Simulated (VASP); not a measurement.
Input of a VASP 6.6.1 run:

INCAR

```
SYSTEM = BN
PREC = Accurate
ENCUT = 600
EDIFF = 1E-7
ISMEAR = 0
SIGMA = 0.02
LREAL = .FALSE.
LASPH = .TRUE.
NELM = 100
ALGO = Normal
ISIF = 4
LWAVE = .FALSE.
LCHARG = .FALSE.
GGA = PE
IVDW = 12
IBRION = 2
NSW = 50
EDIFFG = -0.01
```

File KPOINTS:

```
Automatic mesh
0
G
  12 12 12
  0 0 0
```

The input POSCAR:

```
BN
1.0
    1.2702697491      0.7333905816      3.5268132237
   -1.2702697491      0.7333905816      3.5268132237
    0.0000000000     -1.4667811632      3.5268132237
B N
1 1
Direct
    0.9996272927      0.9996272927      0.9996272927
    0.3328057073      0.3328057073      0.3328057073
```

Potentials or basis: VASP PAW PBE potentials, release 64 (B, N).

Run with:

```console
$ cat potpaw_PBE.64/B/POTCAR potpaw_PBE.64/N/POTCAR > POTCAR
$ mpirun -np 1 vasp_std > vasp.out
```

Q: Predict the band gap on the k mesh.

A: 4.38 eV, indirect (least direct gap 4.66 eV).

Q: Predict the dispersion energy per atom.

A: -0.127 eV.

Final structure:
```
B N
1.0
     1.25557    0.72490    3.60987
    -1.25557    0.72490    3.60987
     0.00000   -1.44981    3.60987
B N
1 1
Cartesian
  0.0000 0.0000 10.8254
  0.0000 0.0000 3.6043
```

 A k mesh can miss the band edges.
